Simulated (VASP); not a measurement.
# CsI in VASP: a series of runs, part 2 of 2

VASP 6.6.1.

## Step 4: Single point, LDA (equal xx and yy strain of +2 %)

Contents of INCAR:

```
ALGO = Normal
EDIFF = 1E-6
ENCUT = 500
GGA = CA
GGA_COMPAT = False
ISIF = 2
ISMEAR = -1
LASPH = True
LCHARG = False
LREAL = False
LWAVE = False
NBANDS = 15
NELM = 120
PREC = Accurate
SIGMA = 0.01
```

Contents of KPOINTS:

```
k-points
0
Gamma
  7 7 7
```

Contents of POSCAR:

```
CsI
1.0
    4.6580340000      0.0000000000      0.0000000000
    0.0000000000      4.6580340000      0.0000000000
    0.0000000000      0.0000000000      4.5667000000
Cs I
1 1
Direct
    0.0000000000      0.0000000000      0.0000000000
    0.5000000000      0.5000000000      0.5000000000
```

Potentials or basis: VASP PAW LDA potentials, release 64 (Cs_sv, I).

On the command line:

```
cat potpaw_LDA.64/Cs_sv/POTCAR potpaw_LDA.64/I/POTCAR > POTCAR
mpirun -np 1 vasp_std > vasp.out
```

OUTCAR:

```text
EDIFF = 1E-6
   ENCUT = 500
   GGA = CA
   ISIF = 2
   ISMEAR = -1
   LASPH = True
   LREAL = False
   NELM = 120
   PREC = Accurate

 ion  position               nearest neighbor table
   1  0.000  0.000  0.000-
   2  0.500  0.500  0.500-

  LATTYP: Found a simple tetragonal cell.
 ALAT       =     4.6580340000
 C/A-ratio  =     0.9803921569

  Lattice vectors:

 A1 = (   4.6580340000,   0.0000000000,   0.0000000000)
 A2 = (   0.0000000000,   4.6580340000,   0.0000000000)
 A3 = (   0.0000000000,   0.0000000000,   4.5667000000)
[... 606 lines left out ...]
      9       5.0059      0.00000
     10       5.5131      0.00000
     11       6.7104      0.00000
     12       7.0614      0.00000
     13       7.2585      0.00000
     14       8.3841      0.00000
     15       9.1262      0.00000

 [... further k-points ...]
[... 5 lines left out ...]
  --------------------------------------------------------------------------------------
  -------------------------------------------------------------------------------------
  Total       -1.1157182     -1.1157182     -0.9078725      0.0000000      0.0000000     -0.0000000
  in kB      -18.0408637    -18.0408637    -14.6800547      0.0000000      0.0000000     -0.0000000
  external PRESSURE =     -16.9205940 kB  Pullay stress =       0.0000000 kB

 VOLUME and BASIS-vectors are now :
 -----------------------------------------------------------------------------
  energy-cutoff  :      500.00
  volume of cell :       99.08
      direct lattice vectors                 reciprocal lattice vectors
     4.658034000  0.000000000  0.000000000     0.214682847  0.000000000  0.000000000
     0.000000000  4.658034000  0.000000000     0.000000000  0.214682847  0.000000000
     0.000000000  0.000000000  4.566700000     0.000000000  0.000000000  0.218976504

 POSITION                                       TOTAL-FORCE (eV/Angst)
 -----------------------------------------------------------------------------------
      0.00000      0.00000      0.00000         0.000000      0.000000      0.000000
      2.32902      2.32902      2.28335         0.000000      0.000000      0.000000
 -----------------------------------------------------------------------------------
    total drift:                               -0.000000      0.000000      0.000000

  FREE ENERGIE OF THE ION-ELECTRON SYSTEM (eV)
  ---------------------------------------------------
  free  energy   TOTEN  =        -6.1043801864 eV

  energy  without entropy=       -6.1043801864  energy(sigma->0) =       -6.10438019
```

OSZICAR:

```text
N       E                     dE             d eps       ncg     rms          rms(c)
DAV:   1     0.824829111391E+02    0.82483E+02   -0.59300E+03  1200   0.850E+02
DAV:   2     0.611180189619E+00   -0.81872E+02   -0.75915E+02  1672   0.139E+02
DAV:   3    -0.616993180405E+01   -0.67811E+01   -0.67561E+01  1592   0.441E+01
DAV:   4    -0.626256020063E+01   -0.92628E-01   -0.92620E-01  1549   0.627E+00
DAV:   5    -0.626345084779E+01   -0.89065E-03   -0.89064E-03  1620   0.592E-01    0.154E+00
DAV:   6    -0.613781114327E+01    0.12564E+00   -0.90264E-02  1459   0.148E+00    0.104E+00
DAV:   7    -0.610539005272E+01    0.32421E-01   -0.71027E-02  1501   0.128E+00    0.489E-01
DAV:   8    -0.610454651304E+01    0.84354E-03   -0.87694E-03  1424   0.448E-01    0.652E-02
DAV:   9    -0.610436327656E+01    0.18324E-03   -0.48235E-04  1585   0.126E-01    0.463E-02
DAV:  10    -0.610439155512E+01   -0.28279E-04   -0.12269E-04  1312   0.482E-02    0.302E-02
DAV:  11    -0.610438155225E+01    0.10003E-04   -0.58969E-05  1508   0.331E-02    0.676E-03
DAV:  12    -0.610438016766E+01    0.13846E-05   -0.54265E-06  1410   0.127E-02    0.184E-03
DAV:  13    -0.610438018645E+01   -0.18788E-07   -0.24725E-07   782   0.270E-03
   1 F= -.61043802E+01 E0= -.61043802E+01  d E =-.389716E-11
```

Wall time 31 s (1 thread of Intel Xeon Platinum 8259CL at 2.50GHz (Skylake/Cascade Lake), shared host); peak memory 0.2 GiB.

Results:

- Free energy: -6.1044 eV
- Pressure: -1.7 GPa
- Band gap on the k mesh: 3.38 eV, indirect (least direct gap 3.44 eV)

Caveat: the cell differs from its parent crystal (equal xx and yy strain of +2 %); spin-orbit coupling is left out, which moves the levels of the heavy elements.

## Step 5: Single point, LDA (volume scaled by 1.06)

Contents of INCAR:

```
SYSTEM = CsI
PREC = Accurate
ENCUT = 500
EDIFF = 1E-6
ISMEAR = -1
SIGMA = 0.01
LREAL = .FALSE.
LASPH = .TRUE.
NELM = 120
ALGO = Normal
ISIF = 2
LWAVE = .FALSE.
LCHARG = .TRUE.
LELF = .TRUE.
LVHAR = .TRUE.
NBANDS = 15
GGA_COMPAT = .FALSE.
```

Contents of KPOINTS:

```
Automatic mesh
0
G
  7 7 7
  0 0 0
```

Contents of POSCAR:

```
CsI
1.0
    4.6562658762      0.0000000000      0.0000000000
    0.0000000000      4.6562658762      0.0000000000
    0.0000000000      0.0000000000      4.6562658762
Cs I
1 1
Direct
    0.0000000000      0.0000000000      0.0000000000
    0.5000000000      0.5000000000      0.5000000000
```

On the command line:

```
cat potpaw_LDA.64/Cs_sv/POTCAR potpaw_LDA.64/I/POTCAR > POTCAR
mpirun -np 1 vasp_std > vasp.out
```

It took 22 s on 1 thread of AMD EPYC 7R43 (Zen 3), shared host; peak memory 0.15 GiB.

It converged, with:

| Quantity | Value |
| --- | --- |
| Free energy | -6.0854 eV |
| Pressure | -1.8 GPa |
| Band gap on the k mesh | 3.38 eV, indirect (least direct gap 3.46 eV) |

Levels at points of the mesh, in eV from the valence-band top:
```tsv
k point	band 6	band 7	band 8	band 9	band 10	band 11
(0.00, 0.00, 0.00)	-0.08	-0.08	-0.08	3.38	4.07	4.07
```

Caveat: spin-orbit coupling is left out, which moves the levels of the heavy elements. A k mesh can miss the band edges.

## Step 6: Overview

```tsv
cell	gap on the mesh (eV)	pressure (GPa)
a = 4.612, b = 4.612, c = 4.567 Å, 2 atoms	3.47	-1.5
a = 4.567, b = 4.567, c = 4.658 Å, 2 atoms	3.46	-1.5
a = 4.658, b = 4.658, c = 4.567 Å, 2 atoms	3.38	-1.7
a = 4.656 Å, 2 atoms	3.38	-1.8
```

Alike in all rows: task single point; level LDA; potentials or basis VASP PAW LDA potentials, release 64 (Cs_sv, I); no spin polarisation; k mesh 7 × 7 × 7; cutoff (eV) 500; smearing fermi-dirac 0.01 eV.

Caveats: spin-orbit coupling is left out, which moves the levels of the heavy elements.

Total energies depend on the potentials used, so only differences within one code and one set of settings carry meaning.
